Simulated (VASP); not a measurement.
# PbI3 (Pm-3m) in VASP: further runs, part 2 of 2

VASP 6.6.1.

### Step 3. Single point, PBE

This run uses another cell than the first one, of 36.51 Å³/atom.

INCAR reads:

```
ALGO = Normal
EDIFF = 1E-6
ENCUT = 520
GGA = PE
ISIF = 2
ISMEAR = 0
LASPH = T
LCHARG = F
LREAL = F
LWAVE = F
NBANDS = 26
NELM = 80
PREC = Accurate
SIGMA = 0.1
```

KPOINTS reads:

```
k-points
0
Gamma
  10 10 10
```

POSCAR reads:

```
PbI3
1.0
    5.2663277434      0.0000000000      0.0000000000
    0.0000000000      5.2663277434      0.0000000000
    0.0000000000      0.0000000000      5.2663277434
Pb I
1 3
Direct
    0.0000000000      0.0000000000      0.0000000000
    0.0000000000      0.5000000000      0.5000000000
    0.5000000000      0.0000000000      0.5000000000
    0.5000000000      0.5000000000      0.0000000000
```

Potentials or basis: VASP PAW PBE potentials, release 64 (Pb_d, I).

On the command line:

```
$ cat potpaw_PBE.64/Pb_d/POTCAR potpaw_PBE.64/I/POTCAR > POTCAR
$ mpirun -np 1 vasp_std > vasp.out
```

OUTCAR:

```text
EDIFF = 1E-6
   ENCUT = 520
   GGA = PE
   ISIF = 2
   ISMEAR = 0
   LASPH = T
   LREAL = F
   NELM = 80
   PREC = Accurate

 ion  position               nearest neighbor table
   1  0.000  0.000  0.000-   2 3.72   3 3.72   4 3.72   2 3.72   3 3.72   2 3.72   4 3.72   2 3.72
                             3 3.72   4 3.72   3 3.72   4 3.72
   2  0.000  0.500  0.500-   1 3.72   1 3.72   1 3.72   1 3.72
   3  0.500  0.000  0.500-   1 3.72   1 3.72   1 3.72   1 3.72
   4  0.500  0.500  0.000-   1 3.72   1 3.72   1 3.72   1 3.72

  LATTYP: Found a simple cubic cell.
 ALAT       =     5.2663277434

  Lattice vectors:

 A1 = (   5.2663277434,   0.0000000000,   0.0000000000)
 A2 = (   0.0000000000,   5.2663277434,   0.0000000000)
 A3 = (   0.0000000000,   0.0000000000,   5.2663277434)

Analysis of symmetry for initial positions (statically):
=====================================================================
 Subroutine PRICEL returns:
 Original cell was already a primitive cell.

 Routine SETGRP: Setting up the symmetry group for a
 simple cubic supercell.

 Subroutine GETGRP returns: Found 48 space group operations
 (whereof 48 operations were pure point group operations)
 out of a pool of 48 trial point group operations.

The static configuration has the point symmetry O_h .

Analysis of symmetry for dynamics (positions and initial velocities):
=====================================================================
 Subroutine PRICEL returns:
 Original cell was already a primitive cell.

 Routine SETGRP: Setting up the symmetry group for a
 simple cubic supercell.

 Subroutine GETGRP returns: Found 48 space group operations
 (whereof 48 operations were pure point group operations)
 out of a pool of 48 trial point group operations.

The dynamic configuration has the point symmetry O_h .

 Subroutine INISYM returns: Found 48 space group operations
 (whereof 48 operations are pure point group operations),
 and found     1 'primitive' translations

----------------------------------------------------------------------------------------

                                     Primitive cell

  volume of cell :     146.0574

  direct lattice vectors                    reciprocal lattice vectors
     5.266327743  0.000000000  0.000000000     0.189885637  0.000000000  0.000000000
     0.000000000  5.266327743  0.000000000     0.000000000  0.189885637  0.000000000
     0.000000000  0.000000000  5.266327743     0.000000000  0.000000000  0.189885637

  length of vectors
     5.266327743  5.266327743  5.266327743     0.189885637  0.189885637  0.189885637

  position of ions in fractional coordinates (direct lattice)
     0.000000000  0.000000000  0.000000000
     0.000000000  0.500000000  0.500000000
     0.500000000  0.000000000  0.500000000
     0.500000000  0.500000000  0.000000000

  ion indices of the primitive-cell ions
   primitive index   ion index
                 1           1
                 2           2
                 3           3
                 4           4

----------------------------------------------------------------------------------------

 KPOINTS: k-points

Automatic generation of k-mesh.
 Grid dimensions read from file:
 generate k-points for:   10   10   10

 Generating k-lattice:

  Cartesian coordinates                     Fractional coordinates (reciprocal lattice)
     0.018988564  0.000000000  0.000000000     0.100000000  0.000000000  0.000000000
     0.000000000  0.018988564  0.000000000     0.000000000  0.100000000  0.000000000
     0.000000000  0.000000000  0.018988564     0.000000000  0.000000000  0.100000000

  Length of vectors
     0.018988564  0.018988564  0.018988564

  Shift w.r.t. Gamma in fractional coordinates (k-lattice)
     0.000000000  0.000000000  0.000000000

 Subroutine IBZKPT returns following result:
 ===========================================

 Found     56 irreducible k-points:

 Following reciprocal coordinates:
            Coordinates               Weight
  0.000000  0.000000  0.000000      1.000000
  0.100000  0.000000  0.000000      6.000000
  0.200000  0.000000  0.000000      6.000000
  0.300000  0.000000  0.000000      6.000000
  0.400000  0.000000  0.000000      6.000000
  0.500000  0.000000  0.000000      3.000000
[... 16 lines left out ...]
  0.200000  0.100000  0.100000     24.000000
  0.300000  0.100000  0.100000     24.000000
 [... further k-points ...]
   k-points           NKPTS =     56   k-points in BZ     NKDIM =     56   number of bands    NBANDS=     26
   number of dos      NEDOS =    301   number of ions     NIONS =      4
   total plane-waves  NPLWV =  64000
   dimension x,y,z NGX =    40 NGY =   40 NGZ =   40
   dimension x,y,z NGXF=    80 NGYF=   80 NGZF=   80
   ions per type =               1   3
   NGX,Y,Z   is equivalent  to a cutoff of  12.63, 12.63, 12.63 a.u.
   NGXF,Y,Z  is equivalent  to a cutoff of  25.25, 25.25, 25.25 a.u.
 SYSTEM =  unknown system
   PREC   = accura    normal or accurate (medium, high low for compatibility)
   ISTART =      0    job   : 0-new  1-cont  2-samecut
   ICHARG =      2    charge: 1-file 2-atom 10-const
   ISPIN  =      1    spin polarized calculation?
   LNONCOLLINEAR =      F non collinear calculations
   LSORBIT =      F    spin-orbit coupling
   LASPH  =      T    aspherical Exc in radial PAW
   ENCUT  =  520.0 eV  38.22 Ry    6.18 a.u.   9.79  9.79  9.79*2*pi/ulx,y,z
   NELM   =     80;   NELMIN=  2; NELMDL= -5     # of ELM steps
   EDIFF  = 0.1E-05   stopping-criterion for ELM
   LREAL  =      F    real-space projection
   EDIFFG = 0.1E-04   stopping-criterion for IOM
   NSW    =      0    number of steps for IOM
   IBRION =     -1    ionic relax: 0-MD 1-quasi-New 2-CG
   NFREE  =      0    steps in history (QN), initial steepest desc. (CG)
   ISIF   =      2    stress and relaxation
   ISYM   =      2    0-nonsym 1-usesym 2-fastsym
   POTIM  = 0.5000    time-step for ionic-motion
   TEBEG  =    0.0;   TEEND  =   0.0 temperature during run
   PSTRESS=    0.0 pullay stress
   NELECT =      35.0000    total number of electrons
   NUPDOWN=      -1.0000    fix difference up-down
   EMIN   =  10.00;   EMAX   =-10.00  energy-range for DOS
   EFERMI =   0.00;   METHOD = LEGACY
   ISMEAR =     0;   SIGMA  =   0.10  broadening in eV -4-tet -1-fermi 0-gaus
   EFERMI_NEDOS =   21; number of points for ismear=-14 and -15
   IALGO  =     38    algorithm
   IMIX   =      4    mixing-type and parameters
     AMIX     =   0.40;   BMIX     =  1.00
     AMIX_MAG =   1.60;   BMIX_MAG =  1.00
  volume/ion in A,a.u.               =      36.51       246.41
  Fermi-wavevector in a.u.,A,eV,Ry     =   1.016849  1.921565 14.068167  1.033981
  Thomas-Fermi vector in A             =   2.150216
   LORBIT       =      0    0 simple, 1 ext, 2 COOP (PROOUT), +10 PAW based schemes
   GGA     = PE    functional components
   LHFCALC =     F    Hartree Fock is set to
   AEXX    =    0.0000 exact exchange contribution
   IVDW    =     0    specifies the selected vdW correction
   LEPSILON=     F    determine dielectric tensor
   LRPA    =     F    only Hartree local field effects (RPA)
 non-spin polarized calculation
 Gauss-broadening in eV      SIGMA  =   0.10
  energy-cutoff  :      520.00
  volume of cell :      146.06
 maximum number of plane-waves:      3960
 NGX is ok and might be reduce to    40
   NGX = 19   NGY = 19   NGZ = 19

 number of electron      34.9999994 magnetization

 Free energy of the ion-electron system (eV)
  ---------------------------------------------------
  ext. energy  EPLUGINS =         0.00000000
  ---------------------------------------------------
  free energy    TOTEN  =        -8.15668876 eV

  energy without entropy =       -8.12971935  energy(sigma->0) =       -8.14320405

 E-fermi :   4.5283     XC(G=0):  -8.9712

 val. band max:        4.5227554775   @ k =   0.4000   0.3000   0.1000
 cond. band min:       4.5331204847   @ k =   0.5000   0.4000   0.4000
 fundamental gap:      0.0103650072
 Fermi energy:         4.5283254263

 k-point     1 :       0.0000    0.0000    0.0000
  band No.  band energies     occupation
      1     -13.1303      2.00000
      2     -13.1303      2.00000
      3     -13.1237      2.00000
      4     -13.1237      2.00000
      5     -13.1237      2.00000
      6      -8.4305      2.00000
[... 685 lines left out ...]
     25      11.1286      0.00000
     26      12.4576      0.00000

 [... further k-points ...]

------------------------ aborting loop because EDIFF is reached ----------------------------------------

  FORCE on cell =-STRESS in cart. coord.  units (eV):
  Direction    XX          YY          ZZ          XY          YZ          ZX
  --------------------------------------------------------------------------------------
  -------------------------------------------------------------------------------------
  Total       -0.0225397     -0.0225397     -0.0225397      0.0000000      0.0000000     -0.0000000
  in kB       -0.2472497     -0.2472497     -0.2472497      0.0000000      0.0000000     -0.0000000
  external PRESSURE =      -0.2472497 kB  Pullay stress =       0.0000000 kB

 VOLUME and BASIS-vectors are now :
 -----------------------------------------------------------------------------
  energy-cutoff  :      520.00
  volume of cell :      146.06
      direct lattice vectors                 reciprocal lattice vectors
     5.266327743  0.000000000  0.000000000     0.189885637  0.000000000  0.000000000
     0.000000000  5.266327743  0.000000000     0.000000000  0.189885637  0.000000000
     0.000000000  0.000000000  5.266327743     0.000000000  0.000000000  0.189885637

 POSITION                                       TOTAL-FORCE (eV/Angst)
 -----------------------------------------------------------------------------------
      0.00000      0.00000      0.00000         0.000000      0.000000      0.000000
      0.00000      2.63316      2.63316         0.000000      0.000000      0.000000
      2.63316      0.00000      2.63316         0.000000      0.000000      0.000000
      2.63316      2.63316      0.00000         0.000000      0.000000      0.000000
 -----------------------------------------------------------------------------------
    total drift:                                0.000000     -0.000000     -0.000000

  FREE ENERGIE OF THE ION-ELECTRON SYSTEM (eV)
  ---------------------------------------------------
  free  energy   TOTEN  =        -8.1566887565 eV

  energy  without entropy=       -8.1297193515  energy(sigma->0) =       -8.14320405
```

OSZICAR:

```text
N       E                     dE             d eps       ncg     rms          rms(c)
DAV:   1     0.284010627658E+03    0.28401E+03   -0.14043E+04  2912   0.118E+03
DAV:   2     0.195319077355E+02   -0.26448E+03   -0.25130E+03  3278   0.285E+02
DAV:   3    -0.766250327693E+01   -0.27194E+02   -0.26686E+02  3660   0.991E+01
DAV:   4    -0.878342263023E+01   -0.11209E+01   -0.11127E+01  4044   0.224E+01
DAV:   5    -0.881424288156E+01   -0.30820E-01   -0.30815E-01  3988   0.351E+00    0.520E+00
DAV:   6    -0.825085165738E+01    0.56339E+00   -0.60721E-01  3848   0.496E+00    0.325E+00
DAV:   7    -0.816072275989E+01    0.90129E-01   -0.44069E-01  3936   0.289E+00    0.109E+00
DAV:   8    -0.816477161120E+01   -0.40489E-02   -0.12276E-01  3612   0.237E+00    0.343E-01
DAV:   9    -0.815646431925E+01    0.83073E-02   -0.21376E-02  3834   0.942E-01    0.764E-02
DAV:  10    -0.815683739097E+01   -0.37307E-03   -0.26302E-03  3514   0.233E-01    0.611E-02
DAV:  11    -0.815668682352E+01    0.15057E-03   -0.57676E-04  3452   0.135E-01    0.181E-02
DAV:  12    -0.815668943447E+01   -0.26109E-05   -0.44200E-05  3590   0.289E-02    0.996E-03
DAV:  13    -0.815668875646E+01    0.67801E-06   -0.32214E-06  3106   0.101E-02
   1 F= -.81566888E+01 E0= -.81432041E+01  d E =-.269694E-01
```

stdout:

```text
POSCAR found type information on POSCAR PbI
 POSCAR found :  2 types and       4 ions
 scaLAPACK will be used
 LDA part: xc-table for (Slater+PW92), standard interpolation
 POSCAR, INCAR and KPOINTS ok, starting setup
 FFT: planning ... GRIDC
 FFT: planning ... GRID_SOFT
 FFT: planning ... GRID
 WAVECAR not read
 entering main loop
```

It took 4.1 min on 1 thread of Oxide Virtual Turin-like, shared host; peak memory 0.32 GiB.

Results:

| Item | Value |
| --- | --- |
| Free energy | -8.1567 eV |
| Pressure | 0.0 GPa |
| Band gap on the k mesh | zero (an odd number of electrons rules out a gap without spin polarisation) |

Caveat: spin-orbit coupling is left out, which moves the levels of the heavy elements; an odd number of electrons without spin polarisation forces a metal; a magnetic or distorted state may lie lower.
